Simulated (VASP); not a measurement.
# Al2Cu in VASP: single point with PBEsol

Aim: the single point of Al2Cu with PBEsol.

Everything below comes from runs of VASP 6.6.1. Logs are shortened: lines on timing, memory, paths and dates and some standing lists are left out, and cuts for length are marked.

## 1. The cell of the first run

The typed cell holds 3 atoms: a = 4.093 Å, b = 4.093 Å, c = 2.839 Å, α = 90.00°, β = 90.00°, γ = 90.00°.

## 2. Single point, PBEsol

Contents of INCAR:

```
ALGO = Fast
EDIFF = 1E-6
ENCUT = 520
GGA = PS
ISIF = 2
ISMEAR = 0
LASPH = T
LCHARG = F
LREAL = F
LWAVE = F
NBANDS = 16
NELM = 80
PREC = Accurate
SIGMA = 0.15
```

Contents of KPOINTS:

```
k-points
0
Gamma
  8 8 12
```

Contents of POSCAR:

```
Al2Cu
1.0
    4.0926697249     -0.0000279348      0.0000902298
   -0.0000309319      4.0926575022     -0.0000299748
    0.0000728945     -0.0001332695      2.8385308810
Al Cu
2 1
Direct
    0.4999990811      0.0000019313      0.5000000398
    0.0000006827      0.4999995936      0.4999977935
    0.0000002363     -0.0000015250      0.0000021667
```

Potentials or basis: VASP PAW PBE potentials, release 64 (Al, Cu).

Command:

```console
$ cat potpaw_PBE.64/Al/POTCAR potpaw_PBE.64/Cu/POTCAR > POTCAR
$ mpirun -np 1 vasp_std > vasp.out
```

OUTCAR:

```text
EDIFF = 1E-6
   ENCUT = 520
   GGA = PS
   ISIF = 2
   ISMEAR = 0
   LASPH = T
   LREAL = F
   NELM = 80
   PREC = Accurate

 ion  position               nearest neighbor table
   1  0.500  0.000  0.500-   3 2.49   3 2.49   3 2.49   3 2.49   2 2.89   2 2.89   2 2.89   2 2.89

   2  0.000  0.500  0.500-   3 2.49   3 2.49   3 2.49   3 2.49   1 2.89   1 2.89   1 2.89   1 2.89

   3  0.000  1.000  0.000-   2 2.49   2 2.49   1 2.49   1 2.49   2 2.49   1 2.49   1 2.49   2 2.49

  LATTYP: Found a base centered monoclinic cell.
 ALAT       =     5.7879420148
 B/A-ratio  =     0.9999856165
 C/A-ratio  =     0.4904214448
 COS(beta)  =    -0.0000721256

  Lattice vectors:

 A1 = (  -0.0000309319,   4.0926575022,  -0.0000299748)
 A2 = (  -4.0926697249,   0.0000279348,  -0.0000902298)
 A3 = (   0.0000728945,  -0.0001332695,   2.8385308810)

Analysis of symmetry for initial positions (statically):
=====================================================================
 Subroutine PRICEL returns:
 Original cell was already a primitive cell.

 Routine SETGRP: Setting up the symmetry group for a
 base centered monoclinic supercell.

 Subroutine GETGRP returns: Found  4 space group operations
 (whereof  4 operations were pure point group operations)
 out of a pool of  4 trial point group operations.

The static configuration has the point symmetry C_2h.

Analysis of symmetry for dynamics (positions and initial velocities):
=====================================================================
 Subroutine PRICEL returns:
 Original cell was already a primitive cell.

 Routine SETGRP: Setting up the symmetry group for a
 base centered monoclinic supercell.

 Subroutine GETGRP returns: Found  4 space group operations
 (whereof  4 operations were pure point group operations)
 out of a pool of  4 trial point group operations.

The dynamic configuration has the point symmetry C_2h.

 Subroutine INISYM returns: Found  4 space group operations
 (whereof  4 operations are pure point group operations),
 and found     1 'primitive' translations

----------------------------------------------------------------------------------------

                                     Primitive cell

  volume of cell :      47.5451

[... 83 lines left out ...]
   ICHARG =      2    charge: 1-file 2-atom 10-const
   ISPIN  =      1    spin polarized calculation?
   LNONCOLLINEAR =      F non collinear calculations
   LSORBIT =      F    spin-orbit coupling
   LASPH  =      T    aspherical Exc in radial PAW
   ENCUT  =  520.0 eV  38.22 Ry    6.18 a.u.   7.61  7.61  5.28*2*pi/ulx,y,z
   NELM   =     80;   NELMIN=  2; NELMDL= -5     # of ELM steps
   EDIFF  = 0.1E-05   stopping-criterion for ELM
   LREAL  =      F    real-space projection
   EDIFFG = 0.1E-04   stopping-criterion for IOM
   NSW    =      0    number of steps for IOM
   IBRION =     -1    ionic relax: 0-MD 1-quasi-New 2-CG
   NFREE  =      0    steps in history (QN), initial steepest desc. (CG)
   ISIF   =      2    stress and relaxation
   ISYM   =      2    0-nonsym 1-usesym 2-fastsym
   POTIM  = 0.5000    time-step for ionic-motion
   TEBEG  =    0.0;   TEEND  =   0.0 temperature during run
   PSTRESS=    0.0 pullay stress
   NELECT =      17.0000    total number of electrons
   NUPDOWN=      -1.0000    fix difference up-down
   EMIN   =  10.00;   EMAX   =-10.00  energy-range for DOS
   EFERMI =   0.00;   METHOD = LEGACY
   ISMEAR =     0;   SIGMA  =   0.15  broadening in eV -4-tet -1-fermi 0-gaus
   EFERMI_NEDOS =   21; number of points for ismear=-14 and -15
   IALGO  =     68    algorithm
   IMIX   =      4    mixing-type and parameters
     AMIX     =   0.40;   BMIX     =  1.00
     AMIX_MAG =   1.60;   BMIX_MAG =  1.00
  volume/ion in A,a.u.               =      15.85       106.95
  Fermi-wavevector in a.u.,A,eV,Ry     =   1.161955  2.195776 18.369755  1.350139
  Thomas-Fermi vector in A             =   2.298521
   LORBIT       =      0    0 simple, 1 ext, 2 COOP (PROOUT), +10 PAW based schemes
   GGA     = PS    functional components
   LHFCALC =     F    Hartree Fock is set to
   AEXX    =    0.0000 exact exchange contribution
   IVDW    =     0    specifies the selected vdW correction
   LEPSILON=     F    determine dielectric tensor
   LRPA    =     F    only Hartree local field effects (RPA)
 non-spin polarized calculation
 RMM-DIIS sequential band-by-band and
 Gauss-broadening in eV      SIGMA  =   0.15
  energy-cutoff  :      520.00
  volume of cell :       47.55
 maximum number of plane-waves:      1296
   NGX = 15   NGY = 15   NGZ = 11

 number of electron      16.9999980 magnetization

 Free energy of the ion-electron system (eV)
  ---------------------------------------------------
  ext. energy  EPLUGINS =         0.00000000
  ---------------------------------------------------
  free energy    TOTEN  =       -12.57495358 eV

  energy without entropy =      -12.56835547  energy(sigma->0) =      -12.57165452

 E-fermi :   7.3284     XC(G=0): -10.5863

 val. band max:        7.2889020908   @ k =   0.1250   0.5000   0.0833
 cond. band min:       7.3723101577   @ k =   0.5000   0.5000   0.5000
 fundamental gap:      0.0834080669
 Fermi energy:         7.3284226202

 k-point     1 :       0.0000    0.0000    0.0000
  band No.  band energies     occupation
      1      -3.3794      2.00000
      2       1.7677      2.00000
      3       2.2842      2.00000
      4       2.9718      2.00000
      5       3.2046      2.00000
      6       3.2046      2.00000
[... 433 lines left out ...]
      3       2.2553      2.00000
      4       2.8630      2.00000
      5       2.9789      2.00000
      6       3.0979      2.00000
[... 8 lines left out ...]
     15      17.8415      0.00000
     16      18.3573      0.00000

 [... further k-points ...]
[... 5 lines left out ...]
  --------------------------------------------------------------------------------------
  -------------------------------------------------------------------------------------
  Total       -0.0021476     -0.0021476     -0.0121246      0.0001929      0.0009037     -0.0009029
  in kB       -0.0723708     -0.0723716     -0.4085749      0.0064989      0.0304546     -0.0304249
  external PRESSURE =      -0.1844391 kB  Pullay stress =       0.0000000 kB

 VOLUME and BASIS-vectors are now :
 -----------------------------------------------------------------------------
  energy-cutoff  :      520.00
  volume of cell :       47.55
      direct lattice vectors                 reciprocal lattice vectors
     4.092669725 -0.000027935  0.000090230     0.244339287  0.000001847 -0.000006275
    -0.000030932  4.092657502 -0.000029975     0.000001668  0.244340016  0.000011472
     0.000072895 -0.000133269  2.838530881    -0.000007767  0.000002580  0.352294917

 POSITION                                       TOTAL-FORCE (eV/Angst)
 -----------------------------------------------------------------------------------
      2.04637     -0.00007      1.41931         0.000000      0.000000      0.000000
      0.00002      2.04626      1.41924         0.000000      0.000000      0.000000
     -0.00003      4.09265     -0.00002        -0.000000     -0.000000      0.000000
 -----------------------------------------------------------------------------------
    total drift:                               -0.001115      0.001139     -0.001571

  FREE ENERGIE OF THE ION-ELECTRON SYSTEM (eV)
  ---------------------------------------------------
  free  energy   TOTEN  =       -12.5749535778 eV

  energy  without entropy=      -12.5683554664  energy(sigma->0) =      -12.57165452
```

OSZICAR:

```text
N       E                     dE             d eps       ncg     rms          rms(c)
DAV:   1     0.608518587363E+02    0.60852E+02   -0.68941E+03  7160   0.112E+03
DAV:   2    -0.122964927180E+02   -0.73148E+02   -0.64595E+02  7552   0.201E+02
DAV:   3    -0.148939720105E+02   -0.25975E+01   -0.25375E+01  9656   0.431E+01
DAV:   4    -0.149518686089E+02   -0.57897E-01   -0.57875E-01  8560   0.544E+00
DAV:   5    -0.149547258162E+02   -0.28572E-02   -0.28572E-02 11184   0.135E+00    0.145E+01
RMM:   6    -0.166877412458E+02   -0.17330E+01   -0.35866E+01  8893   0.921E+01    0.122E+01
RMM:   7    -0.126564088238E+02    0.40313E+01   -0.98609E+00  8047   0.514E+01    0.145E+00
RMM:   8    -0.125858627151E+02    0.70546E-01   -0.89253E-01  7690   0.148E+01    0.143E+00
RMM:   9    -0.125740647487E+02    0.11798E-01   -0.10757E-01  8456   0.434E+00    0.420E-01
RMM:  10    -0.125764048517E+02   -0.23401E-02   -0.40744E-02  9138   0.262E+00    0.424E-01
RMM:  11    -0.125745383869E+02    0.18665E-02   -0.12111E-02  9237   0.141E+00    0.662E-02
RMM:  12    -0.125749321029E+02   -0.39372E-03   -0.38152E-03 10217   0.537E-01    0.670E-02
RMM:  13    -0.125751491260E+02   -0.21702E-03   -0.13164E-03  9006   0.490E-01    0.107E-01
RMM:  14    -0.125749355877E+02    0.21354E-03   -0.53470E-04  8661   0.321E-01    0.253E-02
RMM:  15    -0.125749539849E+02   -0.18397E-04   -0.19437E-04 10514   0.941E-02    0.264E-02
RMM:  16    -0.125749577382E+02   -0.37533E-05   -0.28298E-05  9560   0.538E-02    0.365E-02
RMM:  17    -0.125749532264E+02    0.45118E-05   -0.15579E-05  8740   0.633E-02    0.163E-02
RMM:  18    -0.125749535778E+02   -0.35145E-06   -0.44904E-06  6849   0.190E-02
   1 F= -.12574954E+02 E0= -.12571655E+02  d E =-.659811E-02
```

stdout:

```text
POSCAR found type information on POSCAR AlCu
 POSCAR found :  2 types and       3 ions
 scaLAPACK will be used
 -----------------------------------------------------------------------------
|                                                                             |
|                                                                             |
|     You enforced a specific xc type in the INCAR file but a different       |
|     I HOPE YOU KNOW WHAT YOU ARE DOING!                                     |
|                                                                             |
 -----------------------------------------------------------------------------

 LDA part: xc-table for (Slater+PW92), standard interpolation
 POSCAR, INCAR and KPOINTS ok, starting setup
 FFT: planning ... GRIDC
 FFT: planning ... GRID_SOFT
 FFT: planning ... GRID
 WAVECAR not read
 entering main loop
```

Run time: 1.7 min. Hardware: 1 thread of Intel Xeon 6975P-C (Granite Rapids), shared host; peak memory 0.27 GiB.

Results:

- Free energy: -12.5750 eV
- Pressure: 0.0 GPa
- Band gap on the k mesh: zero (an odd number of electrons rules out a gap without spin polarisation)

Caveat: the PAW data sets were made with another functional, which shifts forces and pressure a little.

The gap in the log of VASP goes by the Fermi energy; the results here count the filled bands.